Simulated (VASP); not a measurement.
# Cs2BaOs2 (P-3m1) in VASP: notebook, part 2 of 2

VASP 6.6.1. The steps go on from the part before.

**4. Single point, PBE**

This run uses another cell than the first one, of 44.67 Å³/atom.

Input file INCAR:

```
SYSTEM = Cs2BaOs2
PREC = Accurate
ENCUT = 520
EDIFF = 1E-7
ISMEAR = 0
SIGMA = 0.1
LREAL = .False.
LASPH = .True.
NELM = 100
ALGO = Fast
ISIF = 2
LWAVE = .False.
LCHARG = .False.
GGA = PE
NBANDS = 30
```

Input file KPOINTS:

```
Automatic mesh
0
Gamma
  12 12 4
  0 0 0
```

Input file POSCAR:

```
Cs2BaOs2
1.0
    4.1039203215      0.0000000000      0.0000000000
   -2.0519601608      3.5540992535      0.0000000000
    0.0000000000      0.0000000000     15.3124778719
Cs Ba Os
2 1 2
Direct
    0.3333333333      0.6666666667      0.7039243423
    0.6666666667      0.3333333333      0.2960756577
    0.0000000000      0.0000000000      0.0000000000
    0.3333333333      0.6666666667      0.4859093421
    0.6666666667      0.3333333333      0.5140906579
```

Potentials or basis: VASP PAW PBE potentials, release 64 (Cs_sv, Ba_sv, Os).

Command:

```bash
$ cat potpaw_PBE.64/Cs_sv/POTCAR potpaw_PBE.64/Ba_sv/POTCAR potpaw_PBE.64/Os/POTCAR > POTCAR
$ mpirun -np 1 vasp_std > vasp.out
```

OUTCAR:

```text
SYSTEM = Cs2BaOs2
   PREC = Accurate
   ENCUT = 520
   EDIFF = 1E-7
   ISMEAR = 0
   LREAL = .False.
   LASPH = .True.
   NELM = 100
   ISIF = 2
   GGA = PE

 ion  position               nearest neighbor table
   1  0.333  0.667  0.704-
   2  0.667  0.333  0.296-
   3  0.000  0.000  0.000-
   4  0.333  0.667  0.486-   5 2.41   5 2.41   5 2.41
   5  0.667  0.333  0.514-   4 2.41   4 2.41   4 2.41

  LATTYP: Found a hexagonal cell.
 ALAT       =     4.1039203215
 C/A-ratio  =     3.7311830329

  Lattice vectors:

 A1 = (   4.1039203215,   0.0000000000,   0.0000000000)
 A2 = (  -2.0519601608,   3.5540992535,   0.0000000000)
 A3 = (   0.0000000000,   0.0000000000,  15.3124778719)

Analysis of symmetry for initial positions (statically):
=====================================================================
 Subroutine PRICEL returns:
 Original cell was already a primitive cell.

 Routine SETGRP: Setting up the symmetry group for a
 hexagonal supercell.

 Subroutine GETGRP returns: Found 12 space group operations
 (whereof 12 operations were pure point group operations)
 out of a pool of 24 trial point group operations.

The static configuration has the point symmetry D_3d.

Analysis of symmetry for dynamics (positions and initial velocities):
=====================================================================
 Subroutine PRICEL returns:
 Original cell was already a primitive cell.

 Routine SETGRP: Setting up the symmetry group for a
 hexagonal supercell.

 Subroutine GETGRP returns: Found 12 space group operations
 (whereof 12 operations were pure point group operations)
 out of a pool of 24 trial point group operations.

The dynamic configuration has the point symmetry D_3d.

 Subroutine INISYM returns: Found 12 space group operations
 (whereof 12 operations are pure point group operations),
 and found     1 'primitive' translations

----------------------------------------------------------------------------------------

                                     Primitive cell

  volume of cell :     223.3438

  direct lattice vectors                    reciprocal lattice vectors
     4.103920322  0.000000000  0.000000000     0.243669448  0.140682621  0.000000000
    -2.051960161  3.554099253  0.000000000     0.000000000  0.281365243  0.000000000
     0.000000000  0.000000000 15.312477872     0.000000000  0.000000000  0.065306217

  length of vectors
     4.103920322  4.103920322 15.312477872     0.281365243  0.281365243  0.065306217

  position of ions in fractional coordinates (direct lattice)
     0.333333333  0.666666667  0.703924342
     0.666666667  0.333333333  0.296075658
     0.000000000  0.000000000  0.000000000
     0.333333333  0.666666667  0.485909342
     0.666666667  0.333333333  0.514090658

  ion indices of the primitive-cell ions
   primitive index   ion index
                 1           1
                 2           2
                 3           3
                 4           4
                 5           5

----------------------------------------------------------------------------------------

 KPOINTS: Automatic mesh

Automatic generation of k-mesh.
[... 23 lines left out ...]
  0.000000  0.000000  0.000000      1.000000
  0.083333  0.000000  0.000000      6.000000
  0.166667  0.000000  0.000000      6.000000
  0.250000  0.000000  0.000000      6.000000
  0.333333  0.000000  0.000000      6.000000
  0.416667  0.000000  0.000000      6.000000
[... 16 lines left out ...]
  0.166667  0.000000  0.250000      6.000000
  0.000000  0.166667  0.250000      6.000000
 [... further k-points ...]
   k-points           NKPTS =     69   k-points in BZ     NKDIM =     69   number of bands    NBANDS=     30
   number of dos      NEDOS =    301   number of ions     NIONS =      5
   total plane-waves  NPLWV = 122880
   dimension x,y,z NGX =    32 NGY =   32 NGZ =  120
   dimension x,y,z NGXF=    64 NGYF=   64 NGZF=  240
   ions per type =               2   1   2
   NGX,Y,Z   is equivalent  to a cutoff of  12.96, 12.96, 13.03 a.u.
   NGXF,Y,Z  is equivalent  to a cutoff of  25.93, 25.93, 26.06 a.u.
 SYSTEM =  Cs2BaOs2
   PREC   = accura    normal or accurate (medium, high low for compatibility)
   ISTART =      0    job   : 0-new  1-cont  2-samecut
   ICHARG =      2    charge: 1-file 2-atom 10-const
   ISPIN  =      1    spin polarized calculation?
   LNONCOLLINEAR =      F non collinear calculations
   LSORBIT =      F    spin-orbit coupling
   LASPH  =      T    aspherical Exc in radial PAW
   ENCUT  =  520.0 eV  38.22 Ry    6.18 a.u.   7.63  7.63 28.47*2*pi/ulx,y,z
   NELM   =    100;   NELMIN=  2; NELMDL= -5     # of ELM steps
   EDIFF  = 0.1E-06   stopping-criterion for ELM
   LREAL  =      F    real-space projection
   EDIFFG = 0.1E-05   stopping-criterion for IOM
   NSW    =      0    number of steps for IOM
   IBRION =     -1    ionic relax: 0-MD 1-quasi-New 2-CG
   NFREE  =      0    steps in history (QN), initial steepest desc. (CG)
   ISIF   =      2    stress and relaxation
   ISYM   =      2    0-nonsym 1-usesym 2-fastsym
   POTIM  = 0.5000    time-step for ionic-motion
   TEBEG  =    0.0;   TEEND  =   0.0 temperature during run
   PSTRESS=    0.0 pullay stress
   NELECT =      44.0000    total number of electrons
   NUPDOWN=      -1.0000    fix difference up-down
   EMIN   =  10.00;   EMAX   =-10.00  energy-range for DOS
   EFERMI =   0.00;   METHOD = LEGACY
   ISMEAR =     0;   SIGMA  =   0.10  broadening in eV -4-tet -1-fermi 0-gaus
   EFERMI_NEDOS =   21; number of points for ismear=-14 and -15
   IALGO  =     68    algorithm
   IMIX   =      4    mixing-type and parameters
     AMIX     =   0.40;   BMIX     =  1.00
     AMIX_MAG =   1.60;   BMIX_MAG =  1.00
  volume/ion in A,a.u.               =      44.67       301.44
  Fermi-wavevector in a.u.,A,eV,Ry     =   0.952579  1.800114 12.346022  0.907407
  Thomas-Fermi vector in A             =   2.081155
   LORBIT       =      0    0 simple, 1 ext, 2 COOP (PROOUT), +10 PAW based schemes
   GGA     = PE    functional components
   LHFCALC =     F    Hartree Fock is set to
   AEXX    =    0.0000 exact exchange contribution
   IVDW    =     0    specifies the selected vdW correction
   LEPSILON=     F    determine dielectric tensor
   LRPA    =     F    only Hartree local field effects (RPA)
 non-spin polarized calculation
 RMM-DIIS sequential band-by-band and
 Gauss-broadening in eV      SIGMA  =   0.10
  energy-cutoff  :      520.00
  volume of cell :      223.34
 maximum number of plane-waves:      6087
 NGX is ok and might be reduce to    32
   NGX = 15   NGY = 15   NGZ = 57

 number of electron      44.0000003 magnetization

 Free energy of the ion-electron system (eV)
  ---------------------------------------------------
  ext. energy  EPLUGINS =         0.00000000
  ---------------------------------------------------
  free energy    TOTEN  =       -22.43779030 eV

  energy without entropy =      -22.39999511  energy(sigma->0) =      -22.41889271

 E-fermi :   2.4128     XC(G=0):  -8.0750

 val. band max:        2.4089382036   @ k =   0.3333   0.0833   0.5000
 cond. band min:       2.4147803647   @ k =   0.0833   0.0833   0.5000
 fundamental gap:      0.0058421611
 Fermi energy:         2.4127515710

 k-point     1 :       0.0000    0.0000    0.0000
  band No.  band energies     occupation
      1     -26.5809      2.00000
      2     -20.6155      2.00000
      3     -20.6134      2.00000
      4     -11.8497      2.00000
      5     -11.3726      2.00000
      6     -11.3726      2.00000
[... 781 lines left out ...]
     29       4.1206      0.00000
     30       4.8728      0.00000

 [... further k-points ...]

------------------------ aborting loop because EDIFF is reached ----------------------------------------

  FORCE on cell =-STRESS in cart. coord.  units (eV):
  Direction    XX          YY          ZZ          XY          YZ          ZX
  --------------------------------------------------------------------------------------
  -------------------------------------------------------------------------------------
  Total       -0.2150447     -0.2150447      0.1505056      0.0000000     -0.0000000      0.0000000
  in kB       -1.5426427     -1.5426427      1.0796656      0.0000000     -0.0000000      0.0000000
  external PRESSURE =      -0.6685400 kB  Pullay stress =       0.0000000 kB

 VOLUME and BASIS-vectors are now :
 -----------------------------------------------------------------------------
  energy-cutoff  :      520.00
  volume of cell :      223.34
      direct lattice vectors                 reciprocal lattice vectors
     4.103920322  0.000000000  0.000000000     0.243669448  0.140682621  0.000000000
    -2.051960161  3.554099253  0.000000000     0.000000000  0.281365243  0.000000000
     0.000000000  0.000000000 15.312477872     0.000000000  0.000000000  0.065306217

 POSITION                                       TOTAL-FORCE (eV/Angst)
 -----------------------------------------------------------------------------------
     -0.00000      2.36940     10.77883        -0.000000      0.000000      0.028277
      2.05196      1.18470      4.53365         0.000000     -0.000000     -0.028277
      0.00000      0.00000      0.00000        -0.000000      0.000000      0.000000
     -0.00000      2.36940      7.44048         0.000000      0.000000      0.016477
      2.05196      1.18470      7.87200         0.000000      0.000000     -0.016477
 -----------------------------------------------------------------------------------
    total drift:                               -0.000000      0.000000     -0.000000

  FREE ENERGIE OF THE ION-ELECTRON SYSTEM (eV)
  ---------------------------------------------------
  free  energy   TOTEN  =       -22.4377902995 eV

  energy  without entropy=      -22.3999951126  energy(sigma->0) =      -22.41889271
```

OSZICAR:

```text
N       E                     dE             d eps       ncg     rms          rms(c)
DAV:   1     0.304432564447E+03    0.30443E+03   -0.17780E+04  4140   0.123E+03
DAV:   2     0.102959322998E+02   -0.29414E+03   -0.27738E+03  5492   0.283E+02
DAV:   3    -0.232422227541E+02   -0.33538E+02   -0.32777E+02  5568   0.885E+01
[... 10 lines left out ...]
RMM:  14    -0.224377834530E+02   -0.30385E-04   -0.19169E-04  5971   0.464E-02    0.302E-02
RMM:  15    -0.224377905013E+02   -0.70483E-05   -0.53594E-05  6462   0.222E-02    0.111E-02
RMM:  16    -0.224377899549E+02    0.54639E-06   -0.16106E-05  6312   0.120E-02    0.467E-03
RMM:  17    -0.224377902708E+02   -0.31582E-06   -0.54307E-06  6139   0.617E-03    0.150E-03
RMM:  18    -0.224377902823E+02   -0.11584E-07   -0.19804E-06  5505   0.432E-03    0.135E-03
RMM:  19    -0.224377902995E+02   -0.17118E-07   -0.63641E-07  4235   0.216E-03
   1 F= -.22437790E+02 E0= -.22418893E+02  d E =-.377952E-01
```

Run time: 23 min. Hardware: 1 thread of Oxide Virtual Turin-like, shared host; peak memory 0.64 GiB.

Results:

```yaml
Free_energy: -22.4378 eV
Pressure: -0.1 GPa
Largest_force: 0.028 eV/Å
Band_gap_on_the_k_mesh: zero (bands 22 and 23 overlap by 1.44 eV)
```

Forces in eV/Å, atoms in the order of the input:
```
Cs   0.000  0.000  0.028
Cs   0.000  0.000 -0.028
Ba   0.000  0.000  0.000
Os   0.000  0.000  0.016
Os   0.000  0.000 -0.016
```

Stress tensor (GPa, compression positive):
```
-0.15  0.00  0.00
 0.00 -0.15  0.00
 0.00  0.00  0.11
```

Caveat: spin-orbit coupling is left out, which moves the levels of the heavy elements.

**5. Overview**

```tsv
cell	k mesh	gap on the mesh (eV)	pressure (GPa)	largest force (eV/Å)
a = 4.765, b = 4.765, c = 7.889 Å, angles 90.0, 90.0, 120.0°, 5 atoms, atomic positions A	6 × 6 × 2	none	0.9	0.73
a = 4.112, b = 4.112, c = 15.119 Å, angles 90.0, 90.0, 120.0°, 5 atoms, atomic positions B	6 × 6 × 2	none	0.0	0.02
a = 4.104, b = 4.104, c = 15.312 Å, angles 90.0, 90.0, 120.0°, 5 atoms, atomic positions C	12 × 12 × 4	none	-0.1	0.03
```

Alike in all rows: task single point; level PBE; potentials or basis VASP PAW PBE potentials, release 64 (Cs_sv, Ba_sv, Os); no spin polarisation; cutoff (eV) 520; smearing gaussian 0.1 eV.

Caveats: some runs use coarse meshes; spin-orbit coupling is left out, which moves the levels of the heavy elements.

Total energies depend on the potentials used, so only differences within one code and one set of settings carry meaning.

The gap in the log of VASP goes by the Fermi energy; the results here count the filled bands.